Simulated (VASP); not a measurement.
Os: single point with LDA

Os:

```
CELL_PARAMETERS angstrom
2.71237 0.00000 0.00000
-1.35618 2.34898 0.00000
0.00000 0.00000 4.28122
ATOMIC_POSITIONS crystal
Os 0.33333 0.66667 0.25000
Os 0.66667 0.33333 0.75000
```

* Program: VASP 6.6.1
* Task: single point
* Functional: LDA
* Potentials or basis: VASP PAW LDA potentials, release 64 (Os)
* Cutoff: 520 eV
* k mesh: 20 × 20 × 12
* Occupations: fermi-dirac, width 0.05 eV
* Spin: no spin polarisation

```json
{"Pressure": "3.0 GPa", "Band gap on the k mesh": "zero (bands 8 and 9 overlap by 4.11 eV)"}
```

Stress tensor (GPa, compression positive):
```
3.05 0.00 0.00
0.00 3.05 0.00
0.00 0.00 2.91
```

Levels at points of the mesh, in eV from the Fermi level:
```csv
k point,band 5,band 6,band 7,band 8,band 9,band 10,band 11,band 12
"(0.00, 0.00, 0.00)",-2.95,-2.35,-2.35,-1.68,-1.68,0.13,1.71,1.71
"(0.50, 0.00, 0.00)",-2.94,-2.67,-1.97,2.07,2.66,2.80,4.56,5.90
"(0.00, 0.00, 0.50)",-3.43,-3.43,-3.43,-3.43,0.89,0.89,0.89,0.89
"(0.50, 0.00, 0.50)",-1.30,-1.30,-0.13,-0.13,2.42,2.42,3.41,3.41
```

Run time: 57 s on 1 thread of Intel(R) Xeon(R) Platinum 8488C (Sapphire Rapids) (shared host), peak memory 0.21 GiB.

Caveat: the cell stands under pressure; spin-orbit coupling is left out, which moves the levels of the heavy elements.
